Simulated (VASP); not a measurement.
# TaSiH4 (Pmmm) in VASP: density of states with PBE

Aim: the density of states of TaSiH4 with PBE.

All numbers are computed with VASP 6.6.1; they aren't measurements. Logs are shortened: lines on timing, memory, paths and dates and some standing lists are left out, and cuts for length are marked.

## Step 1: The cell of the first run

It takes space group Pmmm (No. 47, orthorhombic). The conventional cell has a = 3.032 Å, b = 3.356 Å, c = 4.526 Å, α = 90.00°, β = 90.00°, γ = 90.00°. Within 2.6 Å of Ta (site symmetry mmm) lie 12 H at 1.96 to 2.31 Å. Within 3.1 Å of Si (site symmetry mmm) lie 12 H at 2.37 to 2.48 Å and 4 Ta at 2.82 Å and 2 Si at 3.03 Å. Within 1.2 Å of H (site symmetry mm2) lie 1 H at 0.89 Å. Within 2.5 Å of H (site symmetry mm2) lie 6 H at 1.85 to 2.47 Å and 2 Ta at 1.96 Å and 4 Si at 2.48 Å.

## Step 2: Density of states, PBE

File POSCAR:

```
TaSiH4
1.0
    3.0315694951      0.0000000000      0.0000000000
    0.0000000000      3.3562724936      0.0000000000
    0.0000000000      0.0000000000      4.5263692992
Ta Si H
1 1 4
Direct
    0.0000000000      0.5000000000      0.5000000000
    0.0000000000      0.0000000000      0.0000000000
    0.5000000000      0.0000000000      0.4013169841
    0.5000000000      0.5000000000      0.7728454762
    0.5000000000      0.5000000000      0.2271545238
    0.5000000000      0.0000000000      0.5986830159
```

File INCAR.step1:

```
SYSTEM = TaSiH4
  ALGO = Normal
  EDIFF = 1E-7
  ENCUT = 520
  GGA = PE
  ISIF = 2
  ISMEAR = 0
  LASPH = .TRUE.
  LCHARG = .TRUE.
  LMAXMIX = 4
  LREAL = .FALSE.
  LWAVE = .FALSE.
  NBANDS = 18
  NELM = 60
  PREC = Accurate
  SIGMA = 0.1
```

File KPOINTS.step1:

```
k-points
0
G
  12 12 8
  0 0 0
```

File INCAR.step2:

```
SYSTEM = TaSiH4
  ALGO = Normal
  EDIFF = 1E-7
  ENCUT = 520
  GGA = PE
  ICHARG = 11
  ISIF = 2
  ISMEAR = -5
  LASPH = .TRUE.
  LCHARG = .FALSE.
  LMAXMIX = 4
  LORBIT = 10
  LREAL = .FALSE.
  LWAVE = .FALSE.
  NBANDS = 18
  NEDOS = 2001
  NELM = 60
  PREC = Accurate
  SIGMA = 0.1
```

File KPOINTS.step2:

```
k-points
0
G
  18 18 12
  0 0 0
```

Potentials or basis: VASP PAW PBE potentials, release 64 (Ta_pv, Si, H).

Launch:

```bash
$ cat potpaw_PBE.64/Ta_pv/POTCAR potpaw_PBE.64/Si/POTCAR potpaw_PBE.64/H/POTCAR > POTCAR
$ cp INCAR.step1 INCAR
$ cp KPOINTS.step1 KPOINTS
$ mpirun -np 1 vasp_std > vasp.out
$ cp INCAR.step2 INCAR
$ cp KPOINTS.step2 KPOINTS
$ mpirun -np 1 vasp_std > vasp.out
```

OUTCAR:

```text
SYSTEM = TaSiH4
   EDIFF = 1E-7
   ENCUT = 520
   GGA = PE
   ICHARG = 11
   ISIF = 2
   ISMEAR = -5
   LASPH = .TRUE.
   LORBIT = 10
   LREAL = .FALSE.
   NELM = 60
   PREC = Accurate

 ion  position               nearest neighbor table
   1  0.000  0.500  0.500-   4 1.96   5 1.96   4 1.96   5 1.96   2 2.82   2 2.82   2 2.82   2 2.82

   2  0.000  0.000  0.000-   1 2.82   1 2.82   1 2.82   1 2.82
   3  0.500  0.000  0.401-
   4  0.500  0.500  0.773-   1 1.96   1 1.96
   5  0.500  0.500  0.227-   1 1.96   1 1.96
   6  0.500  0.000  0.599-

  LATTYP: Found a simple orthorhombic cell.
 ALAT       =     3.0315694951
 B/A-ratio  =     1.1071072258
 C/A-ratio  =     1.4930778617

  Lattice vectors:

 A1 = (   3.0315694951,   0.0000000000,   0.0000000000)
 A2 = (   0.0000000000,   3.3562724936,   0.0000000000)
 A3 = (   0.0000000000,   0.0000000000,   4.5263692992)

Analysis of symmetry for initial positions (statically):
=====================================================================
 Subroutine PRICEL returns:
 Original cell was already a primitive cell.

 Routine SETGRP: Setting up the symmetry group for a
 simple orthorhombic supercell.

 Subroutine GETGRP returns: Found  8 space group operations
 (whereof  8 operations were pure point group operations)
 out of a pool of  8 trial point group operations.

The static configuration has the point symmetry D_2h.

Analysis of symmetry for dynamics (positions and initial velocities):
=====================================================================
 Subroutine PRICEL returns:
 Original cell was already a primitive cell.

 Routine SETGRP: Setting up the symmetry group for a
 simple orthorhombic supercell.

 Subroutine GETGRP returns: Found  8 space group operations
 (whereof  8 operations were pure point group operations)
 out of a pool of  8 trial point group operations.

The dynamic configuration has the point symmetry D_2h.

 Subroutine INISYM returns: Found  8 space group operations
 (whereof  8 operations are pure point group operations),
 and found     1 'primitive' translations

----------------------------------------------------------------------------------------

                                     Primitive cell

  volume of cell :      46.0548

  direct lattice vectors                    reciprocal lattice vectors
     3.031569495  0.000000000  0.000000000     0.329862140  0.000000000  0.000000000
     0.000000000  3.356272494  0.000000000     0.000000000  0.297949586  0.000000000
     0.000000000  0.000000000  4.526369299     0.000000000  0.000000000  0.220927621

  length of vectors
     3.031569495  3.356272494  4.526369299     0.329862140  0.297949586  0.220927621

  position of ions in fractional coordinates (direct lattice)
     0.000000000  0.500000000  0.500000000
     0.000000000  0.000000000  0.000000000
     0.500000000  0.000000000  0.401316984
     0.500000000  0.500000000  0.772845476
     0.500000000  0.500000000  0.227154524
     0.500000000  0.000000000  0.598683016

  ion indices of the primitive-cell ions
   primitive index   ion index
                 1           1
                 2           2
                 3           3
                 4           4
                 5           5
                 6           6

----------------------------------------------------------------------------------------

 KPOINTS: k-points

Automatic generation of k-mesh.
 Grid dimensions read from file:
 generate k-points for:   18   18   12

 Generating k-lattice:

  Cartesian coordinates                     Fractional coordinates (reciprocal lattice)
     0.018325674  0.000000000  0.000000000     0.055555556  0.000000000  0.000000000
     0.000000000  0.016552755  0.000000000     0.000000000  0.055555556  0.000000000
     0.000000000  0.000000000  0.018410635     0.000000000  0.000000000  0.083333333

  Length of vectors
     0.018325674  0.016552755  0.018410635

  Shift w.r.t. Gamma in fractional coordinates (k-lattice)
     0.000000000  0.000000000  0.000000000

 TETIRR: Found  11664 inequivalent tetrahedra from    23328

 Subroutine IBZKPT returns following result:
 ===========================================

 Found    700 irreducible k-points:

 Following reciprocal coordinates:
            Coordinates               Weight
  0.000000  0.000000  0.000000      1.000000
  0.055556  0.000000  0.000000      2.000000
  0.111111  0.000000  0.000000      2.000000
  0.166667  0.000000  0.000000      2.000000
  0.222222  0.000000  0.000000      2.000000
  0.277778  0.000000  0.000000      2.000000
[... 16 lines left out ...]
  0.111111  0.111111  0.000000      4.000000
  0.166667  0.111111  0.000000      4.000000
 [... further k-points ...]
   k-points           NKPTS =    700   k-points in BZ     NKDIM =    700   number of bands    NBANDS=     18
   number of dos      NEDOS =   2001   number of ions     NIONS =      6
   total plane-waves  NPLWV =  24192
   dimension x,y,z NGX =    24 NGY =   28 NGZ =   36
   dimension x,y,z NGXF=    48 NGYF=   56 NGZF=   72
   ions per type =               1   1   4
   NGX,Y,Z   is equivalent  to a cutoff of  13.16, 13.87, 13.22 a.u.
   NGXF,Y,Z  is equivalent  to a cutoff of  26.32, 27.74, 26.44 a.u.
 SYSTEM =  TaSiH4
   PREC   = accura    normal or accurate (medium, high low for compatibility)
   ISTART =      0    job   : 0-new  1-cont  2-samecut
   ICHARG =     11    charge: 1-file 2-atom 10-const
   ISPIN  =      1    spin polarized calculation?
   LNONCOLLINEAR =      F non collinear calculations
   LSORBIT =      F    spin-orbit coupling
   LASPH  =      T    aspherical Exc in radial PAW
   ENCUT  =  520.0 eV  38.22 Ry    6.18 a.u.   5.64  6.24  8.42*2*pi/ulx,y,z
   NELM   =     60;   NELMIN=  2; NELMDL=  0     # of ELM steps
   EDIFF  = 0.1E-06   stopping-criterion for ELM
   LREAL  =      F    real-space projection
   EDIFFG = 0.1E-05   stopping-criterion for IOM
   NSW    =      0    number of steps for IOM
   IBRION =     -1    ionic relax: 0-MD 1-quasi-New 2-CG
   NFREE  =      0    steps in history (QN), initial steepest desc. (CG)
   ISIF   =      2    stress and relaxation
   ISYM   =      2    0-nonsym 1-usesym 2-fastsym
   POTIM  = 0.5000    time-step for ionic-motion
   TEBEG  =    0.0;   TEEND  =   0.0 temperature during run
   PSTRESS=    0.0 pullay stress
   NELECT =      19.0000    total number of electrons
   NUPDOWN=      -1.0000    fix difference up-down
   EMIN   =  10.00;   EMAX   =-10.00  energy-range for DOS
   EFERMI =   0.00;   METHOD = LEGACY
   ISMEAR =    -5;   SIGMA  =   0.10  broadening in eV -4-tet -1-fermi 0-gaus
   EFERMI_NEDOS =   21; number of points for ismear=-14 and -15
   IALGO  =     38    algorithm
   IMIX   =      4    mixing-type and parameters
     AMIX     =   0.40;   BMIX     =  1.00
     AMIX_MAG =   1.60;   BMIX_MAG =  1.00
  volume/ion in A,a.u.               =       7.68        51.80
  Fermi-wavevector in a.u.,A,eV,Ry     =   1.218712  2.303032 20.208178  1.485259
  Thomas-Fermi vector in A             =   2.353989
   LORBIT       =     10    0 simple, 1 ext, 2 COOP (PROOUT), +10 PAW based schemes
   GGA     = PE    functional components
   LHFCALC =     F    Hartree Fock is set to
   AEXX    =    0.0000 exact exchange contribution
   IVDW    =     0    specifies the selected vdW correction
   LEPSILON=     F    determine dielectric tensor
   LRPA    =     F    only Hartree local field effects (RPA)
 non-spin polarized calculation
 Fermi weights with tetrahedron method with Bloechl corrections
  energy-cutoff  :      520.00
  volume of cell :       46.05
 maximum number of plane-waves:      1260
 NGX is ok and might be reduce to    24

 number of electron      18.9999999 magnetization

 Free energy of the ion-electron system (eV)
  ---------------------------------------------------
  ext. energy  EPLUGINS =         0.00000000
  ---------------------------------------------------
  free energy    TOTEN  =       -28.08916590 eV

  energy without entropy =      -28.08916590  energy(sigma->0) =      -28.08916590

 E-fermi :   6.3563     XC(G=0): -11.4536

 val. band max:        6.4273377861   @ k =   0.0000   0.0556   0.4167
 cond. band min:       6.2200275587   @ k =   0.5000   0.5000   0.5000
 fundamental gap:     -0.2073102273
 Fermi energy:         6.3563015245

 k-point     1 :       0.0000    0.0000    0.0000
  band No.  band energies     occupation
      1     -28.7005      2.00000
      2     -28.6488      2.00000
      3     -28.5048      2.00000
      4      -7.1991      2.00000
      5      -1.6956      2.00000
      6       0.6862      2.00000
[... 10 lines left out ...]
     17      14.8762      0.00000
     18      15.3360      0.00000

 k-point     2 :       0.0556    0.0000    0.0000
  band No.  band energies     occupation
      1     -28.6990      2.00000
      2     -28.6467      2.00000
      3     -28.5217      2.00000
      4      -7.1407      2.00000
      5      -1.6594      2.00000
      6       0.6632      2.00000
[... 10 lines left out ...]
     17      14.7755      0.00000
     18      15.3624      0.00000

 k-point     3 :       0.1111    0.0000    0.0000
  band No.  band energies     occupation
      1     -28.6947      2.00000
      2     -28.6403      2.00000
      3     -28.5699      2.00000
      4      -6.9681      2.00000
      5      -1.5545      2.00000
      6       0.5930      2.00000
[... 412 lines left out ...]
 k-point    23 :       0.1111    0.1111    0.0000
  band No.  band energies     occupation
      1     -28.7181      2.00000
      2     -28.6379      2.00000
      3     -28.5678      2.00000
      4      -6.7927      2.00000
      5      -1.4566      2.00000
      6       0.6478      2.00000
[... 10 lines left out ...]
     17      14.3313      0.00000
     18      15.9176      0.00000

 k-point    24 :       0.1667    0.1111    0.0000
  band No.  band energies     occupation
      1     -28.7113      2.00000
      2     -28.6405      2.00000
      3     -28.6283      2.00000
      4      -6.5235      2.00000
      5      -1.3164      2.00000
      6       0.5463      2.00000
[... 10 lines left out ...]
     17      14.4124      0.00000
     18      16.5302      0.00000

 [... further k-points ...]

------------------------ aborting loop because EDIFF is reached ----------------------------------------

  FORCE on cell =-STRESS in cart. coord.  units (eV):
  Direction    XX          YY          ZZ          XY          YZ          ZX
  --------------------------------------------------------------------------------------
  -------------------------------------------------------------------------------------
  Total       -0.0137404     -0.0324447      0.0026351      0.0000000      0.0000000      0.0000000
  in kB       -0.4780078     -1.1287029      0.0916699      0.0000000      0.0000000      0.0000000
  external PRESSURE =      -0.5050136 kB  Pullay stress =       0.0000000 kB

 VOLUME and BASIS-vectors are now :
 -----------------------------------------------------------------------------
  energy-cutoff  :      520.00
  volume of cell :       46.05
      direct lattice vectors                 reciprocal lattice vectors
     3.031569495  0.000000000  0.000000000     0.329862140  0.000000000  0.000000000
     0.000000000  3.356272494  0.000000000     0.000000000  0.297949586  0.000000000
     0.000000000  0.000000000  4.526369299     0.000000000  0.000000000  0.220927621

 POSITION                                       TOTAL-FORCE (eV/Angst)
 -----------------------------------------------------------------------------------
      0.00000      1.67814      2.26318         0.000000      0.000000     -0.000000
      0.00000      0.00000      0.00000         0.000000      0.000000     -0.000000
      1.51578      0.00000      1.81651         0.000000      0.000000      0.009109
      1.51578      1.67814      3.49818        -0.000000      0.000000      0.012725
      1.51578      1.67814      1.02819         0.000000      0.000000     -0.012725
      1.51578      0.00000      2.70986         0.000000      0.000000     -0.009109
 -----------------------------------------------------------------------------------
    total drift:                                0.000000      0.000000      0.000000

  FREE ENERGIE OF THE ION-ELECTRON SYSTEM (eV)
  ---------------------------------------------------
  free  energy   TOTEN  =       -28.0891659015 eV

  energy  without entropy=      -28.0891659015  energy(sigma->0) =      -28.08916590

 total charge

# of ion       s       p       d       tot
------------------------------------------
    1        0.290   6.170   2.396   8.855
    2        0.812   0.764   0.000   1.576
    3        0.507   0.046   0.000   0.553
    4        0.520   0.020   0.000   0.540
    5        0.520   0.020   0.000   0.540
    6        0.507   0.046   0.000   0.553
--------------------------------------------------
tot          3.156   7.065   2.396  12.617
```

Run time: 8.4 min. Hardware: 1 thread of Oxide Virtual Turin-like, shared host; peak memory 0.63 GiB.

Results:

* Valence electrons inside the program's atomic spheres: Ta 8.86; Si 1.58; H 0.55, 0.54

Levels at points of the mesh, in eV from the Fermi level:
| k point | band 6 | band 7 | band 8 | band 9 | band 10 | band 11 | band 12 | band 13 | band 14 | band 15 |
| --- | --- | --- | --- | --- | --- | --- | --- | --- | --- | --- |
| (0.00, 0.00, 0.00) | -5.67 | -5.01 | 0.14 | 1.30 | 1.30 | 1.72 | 2.45 | 2.48 | 3.25 | 3.70 |
| (0.50, 0.00, 0.00) | -6.69 | -4.35 | -2.48 | -1.19 | -0.45 | 0.89 | 1.61 | 3.61 | 4.07 | 4.68 |
| (0.00, 0.50, 0.00) | -5.39 | -5.30 | -3.59 | -2.86 | 0.26 | 1.69 | 2.96 | 6.00 | 6.37 | 6.58 |
| (0.50, 0.50, 0.00) | -5.45 | -5.42 | -4.02 | -3.08 | -1.17 | 0.61 | 3.46 | 4.46 | 4.57 | 5.43 |
| (0.00, 0.00, 0.50) | -5.02 | -2.91 | -1.30 | -0.43 | 0.53 | 2.48 | 2.86 | 3.26 | 5.74 | 5.86 |
| (0.50, 0.00, 0.50) | -6.73 | -5.13 | -1.08 | -1.07 | -0.42 | -0.15 | 0.08 | 5.28 | 5.33 | 7.08 |
| (0.00, 0.50, 0.50) | -7.59 | -6.89 | -1.05 | 0.48 | 1.18 | 1.34 | 1.36 | 3.08 | 3.41 | 5.38 |
| (0.50, 0.50, 0.50) | -6.23 | -3.70 | -3.43 | -1.87 | -1.37 | -0.14 | 3.02 | 3.54 | 4.56 | 4.73 |

Caveat: spin-orbit coupling is left out, which moves the levels of the heavy elements; tetrahedron occupations give inexact forces and stress in metals.
